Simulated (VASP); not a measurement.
Write the native input for VASP 6.6.1 that does the following.

| Quantity | Value |
| --- | --- |
| Task | single point |
| Functional | r2SCAN |
| Potentials or basis | VASP PAW PBE potentials, release 64 (Al) |
| Cutoff | 520 eV |
| k mesh | 9 × 9 × 3 |
| Occupations | methfessel-paxton, width 0.05 eV |
| Spin | no spin polarisation |
| Dipole correction | no |
| Further INCAR settings | ALGO = Normal; EDIFF = 1e-07; NBANDS = 14 |

Al:

```
Al
1.0
     2.82785    0.00000    0.00000
    -1.41393    2.44899    0.00000
     0.00000    0.00000    9.18850
Al
4
Cartesian
  0.0000 0.0000 0.0000
  0.0000 1.6327 2.2971
  0.0000 0.0000 4.5943
  1.4139 0.8163 6.8914
```

One way to write it, as run:

POSCAR

```
Al
1.0
    2.8278495149      0.0000002888      0.0000000000
   -1.4139250075      2.4489893736      0.0000000000
    0.0000000000      0.0000000000      9.1885021876
Al
4
Direct
    0.0000000000      0.0000000000      0.0000000000
    0.3333333333      0.6666666667      0.2500000000
    0.0000000000      0.0000000000      0.5000000000
    0.6666666667      0.3333333333      0.7500000000
```

INCAR.step1

```
SYSTEM = Al
ALGO     = Normal         ! electronic algorithm
EDIFF    = 1E-4           ! SCF threshold, eV
ENCUT    = 520            ! plane-wave cutoff, eV
GGA      = PE             ! functional
ISMEAR   = 1              ! smearing method
LASPH    = .True.         ! aspherical terms in the spheres
LCHARG   = .False.        ! write CHGCAR
LREAL    = .False.        ! projectors in reciprocal space
LWAVE    = .True.         ! write WAVECAR
NBANDS   = 14             ! bands
NELM     = 80             ! most SCF steps
PREC     = Accurate       ! precision mode
SIGMA    = 0.05           ! smearing width, eV
```

INCAR.step2

```
SYSTEM = Al
ALGO     = Normal         ! electronic algorithm
EDIFF    = 1E-7           ! SCF threshold, eV
ENCUT    = 520            ! plane-wave cutoff, eV
ISIF     = 2              ! what is computed and relaxed
ISMEAR   = 1              ! smearing method
ISTART   = 1            
LASPH    = .True.         ! aspherical terms in the spheres
LCHARG   = .True.         ! write CHGCAR
LELF     = .True.         ! ELF
LMIXTAU  = .True.       
LREAL    = .False.        ! projectors in reciprocal space
LVHAR    = .True.       
LWAVE    = .False.        ! write WAVECAR
METAGGA  = R2SCAN         ! meta-GGA
NBANDS   = 14             ! bands
NELM     = 80             ! most SCF steps
PREC     = Accurate       ! precision mode
SIGMA    = 0.05           ! smearing width, eV
```

KPOINTS

```
k-points
0
Gamma
  9 9 3
  0 0 0
```

Potentials or basis: VASP PAW PBE potentials, release 64 (Al).

Run with:

```bash
$ cat potpaw_PBE.64/Al/POTCAR > POTCAR
$ cp INCAR.step1 INCAR
$ mpirun -np 1 vasp_std > vasp.out
$ cp INCAR.step2 INCAR
$ mpirun -np 1 vasp_std > vasp.out
```

Results of the run:

| Item | Value |
| --- | --- |
| Pressure | -0.4 GPa |
| Band gap on the k mesh | zero (band 6 reaches 12.67 eV, above the bottom of band 7 at 6.97 eV) |

Caveat: the PAW data sets were made with another functional, which shifts forces and pressure a little.

Wall time 37 s on 1 thread of Intel(R) Xeon(R) 6975P-C (Granite Rapids), with other jobs on the host, peak memory 0.19 GiB.
